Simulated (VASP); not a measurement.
# GaSi16 (a cell with a defect) in VASP: single point with PBE+D3(BJ)

Aim: the single point of GaSi16 (a cell with a defect) with PBE+D3(BJ).

Program: VASP 6.6.1. These are calculated values, not measurements. Logs are shortened: lines on timing, memory, paths and dates and some standing lists are left out, and cuts for length are marked.

### 1 The cell of the first run

The cell holds a defect, 17 atoms: a = 7.679 Å, b = 7.679 Å, c = 7.679 Å, α = 60.00°, β = 60.00°, γ = 60.00°.

### 2 Single point, PBE+D3(BJ), collinear spin, zero start

The input, INCAR:

```
ALGO = Normal ; EDIFF = 1E-6
ENCUT = 520 ; GGA = PE
ISIF = 2 ; ISMEAR = 0
ISPIN = 2 ; IVDW = 12
LASPH = True ; LCHARG = False
LORBIT = 11 ; LREAL = Auto
LWAVE = False ; MAGMOM = 0 0 0 0 0 0 0 0 0 0 0 0 0 0 0 0 0
NBANDS = 56 ; NELM = 150
PREC = Accurate ; SIGMA = 0.05
```

The input, KPOINTS:

```
k-points
0
Gamma
  2 2 2
```

The input, POSCAR:

```
GaSi16
1.0
    0.0000000000      5.4300000000      5.4300000000
    5.4300000000      0.0000000000      5.4300000000
    5.4300000000      5.4300000000      0.0000000000
Si Ga
16 1
Direct
    0.0197073665      0.0198740331     -0.0595272560
    0.1141004604      0.1142792818      0.1154971455
   -0.0013234807     -0.0011566298      0.4885894107
    0.1447864641      0.1449507366      0.5652323204
   -0.0313452118      0.5106065378      0.0100321363
    0.1141103131      0.6560434622      0.1154825046
   -0.0013167587      0.5138136280      0.4885751381
    0.1108971455      0.6260371087      0.6369415285
    0.5104415285     -0.0311803867      0.0100417127
    0.6558838858      0.1142741252      0.1154923573
    0.5136481584     -0.0011549724      0.4885837017
    0.6258718232      0.1110578269      0.6369508287
    0.5104601289      0.5106148250      0.0100277164
    0.6048415285      0.6050004604      0.1850689687
    0.4797541436      0.4799167587      0.5603287293
    0.6258790055      0.6260392265      0.6369392265
    0.3122694291      0.3124300184      1.0627961326
```

Potentials or basis: VASP PAW PBE potentials, release 64 (Si, Ga_d).

On the command line:

```
> cat potpaw_PBE.64/Si/POTCAR potpaw_PBE.64/Ga_d/POTCAR > POTCAR
> mpirun -np 1 vasp_std > vasp.out
```

OUTCAR:

```text
EDIFF = 1E-6
   ENCUT = 520
   GGA = PE
   ISIF = 2
   ISMEAR = 0
   ISPIN = 2
   IVDW = 12
   LASPH = True
   LORBIT = 11
   LREAL = Auto
   NELM = 150
   PREC = Accurate
 IVDW          = 12

 ion  position               nearest neighbor table
   1  0.020  0.020  0.940-  10 2.31   2 2.31   6 2.31   4 2.35
   2  0.114  0.114  0.115-   1 2.31   3 2.34  17 2.42   5 2.49   9 2.49
   3  0.999  0.999  0.489-   4 2.33   2 2.34  12 2.34   8 2.34
   4  0.145  0.145  0.565-   3 2.33  11 2.33   7 2.33   1 2.35
   5  0.969  0.511  0.010-  14 2.31   8 2.34  17 2.42   2 2.49   6 2.49
   6  0.114  0.656  0.115-   1 2.31   7 2.34  17 2.42   5 2.49  13 2.49
   7  0.999  0.514  0.489-   4 2.33   6 2.34   8 2.34  16 2.34
   8  0.111  0.626  0.637-  15 2.33   5 2.34   7 2.34   3 2.34
   9  0.510  0.969  0.010-  14 2.31  12 2.34  17 2.42   2 2.49  10 2.49
  10  0.656  0.114  0.115-   1 2.31  11 2.34  17 2.42  13 2.49   9 2.49
  11  0.514  0.999  0.489-   4 2.33  10 2.34  12 2.34  16 2.34
  12  0.626  0.111  0.637-  15 2.33   9 2.34  11 2.34   3 2.34
  13  0.510  0.511  0.010-  14 2.31  16 2.34  17 2.42  10 2.49   6 2.49
  14  0.605  0.605  0.185-  13 2.31   5 2.31   9 2.31  15 2.35
  15  0.480  0.480  0.560-   8 2.33  12 2.33  16 2.33  14 2.35
  16  0.626  0.626  0.637-  15 2.33  13 2.34   7 2.34  11 2.34
  17  0.312  0.312  0.063-   6 2.42  10 2.42   2 2.42   9 2.42  13 2.42   5 2.42

  LATTYP: Found a face centered cubic cell.
 ALAT       =    10.8600000000

  Lattice vectors:

 A1 = (   0.0000000000,   5.4300000000,   5.4300000000)
 A2 = (   5.4300000000,   0.0000000000,   5.4300000000)
 A3 = (   5.4300000000,   5.4300000000,   0.0000000000)

Analysis of symmetry for initial positions (statically):
=====================================================================
 Subroutine PRICEL returns:
 Original cell was already a primitive cell.

 Routine SETGRP: Setting up the symmetry group for a
 face centered cubic supercell.

 Subroutine GETGRP returns: Found  1 space group operations
 (whereof  1 operations were pure point group operations)
 out of a pool of 48 trial point group operations.

The static configuration has the point symmetry C_1 .

Analysis of symmetry for dynamics (positions and initial velocities):
=====================================================================
 Subroutine PRICEL returns:
 Original cell was already a primitive cell.

 Routine SETGRP: Setting up the symmetry group for a
 face centered cubic supercell.

 Subroutine GETGRP returns: Found  1 space group operations
 (whereof  1 operations were pure point group operations)
 out of a pool of 48 trial point group operations.

The dynamic configuration has the point symmetry C_1 .

Analysis of structural, dynamic, and magnetic symmetry:
=====================================================================
 Subroutine PRICEL returns:
 Original cell was already a primitive cell.

 Routine SETGRP: Setting up the symmetry group for a
 face centered cubic supercell.

 Subroutine GETGRP returns: Found  1 space group operations
 (whereof  1 operations were pure point group operations)
 out of a pool of 48 trial point group operations.

The overall configuration has the point symmetry C_1 .

 Subroutine INISYM returns: Found  1 space group operations
 (whereof  1 operations are pure point group operations),
 and found     1 'primitive' translations

----------------------------------------------------------------------------------------

                                     Primitive cell

  volume of cell :     320.2060

  direct lattice vectors                    reciprocal lattice vectors
     0.000000000  5.430000000  5.430000000    -0.092081031  0.092081031  0.092081031
     5.430000000  0.000000000  5.430000000     0.092081031 -0.092081031  0.092081031
     5.430000000  5.430000000  0.000000000     0.092081031  0.092081031 -0.092081031

  length of vectors
     7.679179644  7.679179644  7.679179644     0.159489025  0.159489025  0.159489025

  position of ions in fractional coordinates (direct lattice)
     0.019707367  0.019874033  0.940472744
     0.114100460  0.114279282  0.115497146
     0.998676519  0.998843370  0.488589411
     0.144786464  0.144950737  0.565232320
     0.968654788  0.510606538  0.010032136
     0.114110313  0.656043462  0.115482505
[... 9 lines left out ...]
     0.625879006  0.626039226  0.636939226
     0.312269429  0.312430018  0.062796133

  ion indices of the primitive-cell ions
   primitive index   ion index
[... 64 lines left out ...]
   ISTART =      0    job   : 0-new  1-cont  2-samecut
   ICHARG =      2    charge: 1-file 2-atom 10-const
   ISPIN  =      2    spin polarized calculation?
   LNONCOLLINEAR =      F non collinear calculations
   LSORBIT =      F    spin-orbit coupling
   LASPH  =      T    aspherical Exc in radial PAW
   ENCUT  =  520.0 eV  38.22 Ry    6.18 a.u.  14.28 14.28 14.28*2*pi/ulx,y,z
   NELM   =    150;   NELMIN=  2; NELMDL= -5     # of ELM steps
   EDIFF  = 0.1E-05   stopping-criterion for ELM
   LREAL  =      T    real-space projection
   EDIFFG = 0.1E-04   stopping-criterion for IOM
   NSW    =      0    number of steps for IOM
   IBRION =     -1    ionic relax: 0-MD 1-quasi-New 2-CG
   NFREE  =      0    steps in history (QN), initial steepest desc. (CG)
   ISIF   =      2    stress and relaxation
   ISYM   =      2    0-nonsym 1-usesym 2-fastsym
   POTIM  = 0.5000    time-step for ionic-motion
   TEBEG  =    0.0;   TEEND  =   0.0 temperature during run
   PSTRESS=    0.0 pullay stress
   NELECT =      77.0000    total number of electrons
   NUPDOWN=      -1.0000    fix difference up-down
   EMIN   =  10.00;   EMAX   =-10.00  energy-range for DOS
   EFERMI =   0.00;   METHOD = LEGACY
   ISMEAR =     0;   SIGMA  =   0.05  broadening in eV -4-tet -1-fermi 0-gaus
   EFERMI_NEDOS =   21; number of points for ismear=-14 and -15
   IALGO  =     38    algorithm
   IMIX   =      4    mixing-type and parameters
     AMIX     =   0.40;   BMIX     =  1.00
     AMIX_MAG =   1.60;   BMIX_MAG =  1.00
  volume/ion in A,a.u.               =      18.84       127.11
  Fermi-wavevector in a.u.,A,eV,Ry     =   1.018033  1.923804 14.100962  1.036391
  Thomas-Fermi vector in A             =   2.151468
   LORBIT       =     11    0 simple, 1 ext, 2 COOP (PROOUT), +10 PAW based schemes
   GGA     = PE    functional components
   LHFCALC =     F    Hartree Fock is set to
   AEXX    =    0.0000 exact exchange contribution
   IVDW    =    12    specifies the selected vdW correction
   LEPSILON=     F    determine dielectric tensor
   LRPA    =     F    only Hartree local field effects (RPA)
 spin polarized calculation
 Gauss-broadening in eV      SIGMA  =   0.05
  energy-cutoff  :      520.00
  volume of cell :      320.21
 maximum number of plane-waves:      8646
 NGX is ok and might be reduce to    60
   NGX = 29   NGY = 29   NGZ = 29

 number of electron      77.0000007 magnetization      -0.0001595

 number of electron      77.0000007 magnetization       0.0000511

 Free energy of the ion-electron system (eV)
  ---------------------------------------------------
  ext. energy  EPLUGINS =         0.00000000
  ---------------------------------------------------
  free energy    TOTEN  =       -84.92757559 eV

  energy without entropy =      -84.91419284  energy(sigma->0) =      -84.92088422

 E-fermi :   6.7238     XC(G=0):  -9.7488

 val. band max:        6.6929501829   @ k =   0.5000   0.5000   0.5000
 cond. band min:       6.7436225103   @ k =   0.0000   0.0000   0.0000
 fundamental gap:      0.0506723274
 Fermi energy:         6.7238228219

 spin component 1

 k-point     1 :       0.0000    0.0000    0.0000
  band No.  band energies     occupation
      1      -8.6461      1.00000
      2      -8.6461      1.00000
      3      -8.5612      1.00000
      4      -8.4769      1.00000
      5      -8.4769      1.00000
      6      -6.0478      1.00000
[... 413 lines left out ...]
     49      10.3434      0.00000
     50      10.4897      0.00000
 Fermi energy:         6.7238228219

 spin component 2

 k-point     1 :       0.0000    0.0000    0.0000
  band No.  band energies     occupation
      1      -8.6461      1.00000
      2      -8.6461      1.00000
      3      -8.5613      1.00000
      4      -8.4769      1.00000
      5      -8.4769      1.00000
      6      -6.0478      1.00000
[... 413 lines left out ...]
     49      10.3434      0.00000
     50      10.4897      0.00000
 [bands above 50 left out]

------------------------ aborting loop because EDIFF is reached ----------------------------------------

 Edisp (eV)   -5.62326

 E8    (eV) :    -2.3446

  FORCE on cell =-STRESS in cart. coord.  units (eV):
  Direction    XX          YY          ZZ          XY          YZ          ZX
  --------------------------------------------------------------------------------------
  -------------------------------------------------------------------------------------
  Total       5.69255     5.69295     5.69353    -1.82380     1.82580     1.82412
  in kB      28.48315    28.48514    28.48806    -9.12554     9.13555     9.12713
  external pressure =       28.49 kB  Pullay stress =        0.00 kB

 VOLUME and BASIS-vectors are now :
 -----------------------------------------------------------------------------
  energy-cutoff  :      520.00
  volume of cell :      320.21
      direct lattice vectors                 reciprocal lattice vectors
     0.000000000  5.430000000  5.430000000    -0.092081031  0.092081031  0.092081031
     5.430000000  0.000000000  5.430000000     0.092081031 -0.092081031  0.092081031
     5.430000000  5.430000000  0.000000000     0.092081031  0.092081031 -0.092081031

 POSITION                                       TOTAL-FORCE (eV/Angst)
 -----------------------------------------------------------------------------------
      5.21468      5.21378      0.21493         0.000162      0.000313     -0.000121
      1.24769      1.24672      1.24010        -0.002193     -0.001719      0.004160
      8.07676      8.07585     10.84653         0.000854      0.001045     -0.005124
      3.85629      3.85540      1.57327         0.002937      0.002528     -0.002837
      2.82707      5.31427      8.03239         0.001199      0.004610     -0.001254
      4.18939      1.24669      4.18193        -0.004398     -0.001556      0.002265
[... 9 lines left out ...]
      6.85797      6.85710      6.79792        -0.001336     -0.000888      0.004205
      2.03748      2.03661      3.39212        -0.000270      0.000031      0.000310
 -----------------------------------------------------------------------------------
    total drift:                               -0.000012     -0.001468     -0.000915

  FREE ENERGIE OF THE ION-ELECTRON SYSTEM (eV)
  ---------------------------------------------------
  free  energy   TOTEN  =       -90.5508331361 eV

  energy  without entropy=      -90.5374503867  energy(sigma->0) =      -90.54414176

 total charge

# of ion       s       p       d       tot
------------------------------------------
    1        0.760   0.956   0.000   1.716
    2        0.760   0.912   0.000   1.672
    3        0.745   0.949   0.000   1.694
    4        0.744   0.949   0.000   1.693
    5        0.760   0.912   0.000   1.672
    6        0.760   0.912   0.000   1.672
[... 9 lines left out ...]
   16        0.745   0.949   0.000   1.694
   17        1.030   0.848  10.042  11.919
--------------------------------------------------
tot         13.067  15.825  10.042  38.933

 magnetization (x)

# of ion       s       p       d       tot
------------------------------------------
    1        0.000   0.000   0.000   0.000
    2        0.000   0.000   0.000   0.000
    3       -0.000  -0.000   0.000  -0.000
    4       -0.000   0.000   0.000  -0.000
    5        0.000   0.000   0.000   0.000
    6        0.000   0.000   0.000   0.000
[... 9 lines left out ...]
   16       -0.000  -0.000   0.000  -0.000
   17        0.000   0.000   0.000   0.000
--------------------------------------------------
tot          0.000   0.000   0.000   0.000
```

Wall time 9.1 min (1 thread of Intel Xeon 6975P-C (Granite Rapids), shared host); peak memory 0.72 GiB.

What came out:

| Item | Value |
| --- | --- |
| Free energy | -90.5508 eV |
| Pressure | 2.8 GPa |
| Largest force | 0.006 eV/Å |
| Net moment | 0.00 μB per cell |
| Valence electrons inside the program's atomic spheres | Si 1.72, 1.67, 1.69; Ga 11.92 |
| Dispersion energy per atom | -0.331 eV |

Forces in eV/Å, atoms in the order of the input:
```
Si   0.000  0.000  0.000
Si  -0.002 -0.002  0.004
Si   0.001  0.001 -0.005
Si   0.003  0.003 -0.003
Si   0.001  0.005 -0.001
Si  -0.004 -0.002  0.002
Si   0.005  0.001 -0.001
Si  -0.001 -0.004  0.001
Si   0.005  0.001 -0.001
Si  -0.002 -0.004  0.002
Si   0.001  0.005 -0.001
Si  -0.004 -0.001  0.001
Si   0.001  0.001 -0.005
Si   0.001  0.001 -0.001
Si  -0.003 -0.004  0.003
Si  -0.001 -0.001  0.004
Ga   0.000  0.000  0.000
```

Caveat: the k points lie up to 0.50 Å⁻¹ apart.
